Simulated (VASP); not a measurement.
Write the native input for VASP 6.6.1 that does the following.

```yaml
Task: single point
Functional: PBE
Potentials_or_basis: VASP PAW PBE potentials, release 64 (Si, C)
Cutoff: 520 eV
k_mesh: 12 × 12 × 12
Occupations: gaussian, width 0.05 eV
Spin: no spin polarisation
Dipole_correction: no
Further_INCAR_settings: ALGO = Normal; EDIFF = 1e-06; NBANDS = 11
```

The structure of SiC lies in POSCAR:

```
SiC
1.0
    0.0000000000      2.2338177334      2.2338177334
    2.2338177334      0.0000000000      2.2338177334
    2.2823660388      2.2823660388     -0.0485483054
Si C
1 1
Direct
    0.0000000000      0.0000000000      0.0000000000
    0.7500000000      0.7500000000      0.7500000000
```

These files were run (other wordings do the same):

INCAR

```
SYSTEM = SiC
ALGO = Normal ; EDIFF = 1E-6
ENCUT = 520 ; GGA = PE
ISIF = 2 ; ISMEAR = 0
LASPH = .True. ; LCHARG = .True.
LELF = .True. ; LREAL = .False.
LVHAR = .True. ; LWAVE = .False.
NBANDS = 11 ; NELM = 60
PREC = Accurate ; SIGMA = 0.05
```

KPOINTS

```
k-points
0
Gamma
  12 12 12
  0 0 0
```

Potentials or basis: VASP PAW PBE potentials, release 64 (Si, C).

Run with:

```bash
$ cat potpaw_PBE.64/Si/POTCAR potpaw_PBE.64/C/POTCAR > POTCAR
$ mpirun -np 1 vasp_std > vasp.out
```

Results of the run:

```yaml
Pressure: -16.0 GPa
Largest_force: 0.079 eV/Å
Band_gap_on_the_k_mesh: 1.38 eV, indirect (least direct gap 4.26 eV)
```

Wall time 13 s on 1 thread of Intel(R) Xeon(R) Platinum 8559C (Emerald Rapids), on a shared host, peak memory 0.16 GiB.
